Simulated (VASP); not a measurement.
Write the native input for VASP 6.6.1 that does the following.

```yaml
Task: single point
Functional: PBE
Potentials_or_basis: VASP PAW PBE potentials, release 64 (Ga_d, Sb)
Cutoff: 520 eV
k_mesh: 8 × 8 × 8
Occupations: fermi-dirac, width 0.02 eV
Spin: no spin polarisation
Dipole_correction: no
Further_INCAR_settings: ALGO = Normal; EDIFF = 1e-06; NBANDS = 16
```

The structure of GaSb lies in POSCAR:

```
GaSb
1.0
    0.0000000000      3.0658787994      3.0658787994
    3.0658787994      0.0000000000      3.0658787994
    3.0658787994      3.0658787994      0.0000000000
Ga Sb
1 1
Direct
    0.0000000000      0.0000000000      0.0000000000
    0.2500000000      0.2500000000      0.2500000000
```

These files were run (other wordings do the same):

INCAR

```
ALGO     = Normal         # electronic algorithm
EDIFF    = 1E-6           # SCF threshold, eV
ENCUT    = 520            # plane-wave cutoff, eV
GGA      = PE             # functional
ISIF     = 2              # what is computed and relaxed
ISMEAR   = -1             # smearing method
LASPH    = True           # aspherical terms in the spheres
LCHARG   = False          # write CHGCAR
LREAL    = False          # projectors in reciprocal space
LWAVE    = False          # write WAVECAR
NBANDS   = 16             # bands
NELM     = 100            # most SCF steps
PREC     = Accurate       # precision mode
SIGMA    = 0.02           # smearing width, eV
```

KPOINTS

```
k-points
0
Gamma
  8 8 8
```

Potentials or basis: VASP PAW PBE potentials, release 64 (Ga_d, Sb).

Launch:

```console
$ cat potpaw_PBE.64/Ga_d/POTCAR potpaw_PBE.64/Sb/POTCAR > POTCAR
$ mpirun -np 1 vasp_std > vasp.out
```

Results of the run:

| Item | Value |
| --- | --- |
| Pressure | 2.0 GPa |
| Band gap on the k mesh | zero (filled and empty bands touch) |

Caveat: semilocal functionals underestimate gaps, so a narrow gap can read as zero; spin-orbit coupling is left out, which moves the levels of the heavy elements.

It took 19 s on 1 thread of Intel(R) Xeon(R) 6975P-C (Granite Rapids) (shared host), peak memory 0.18 GiB.
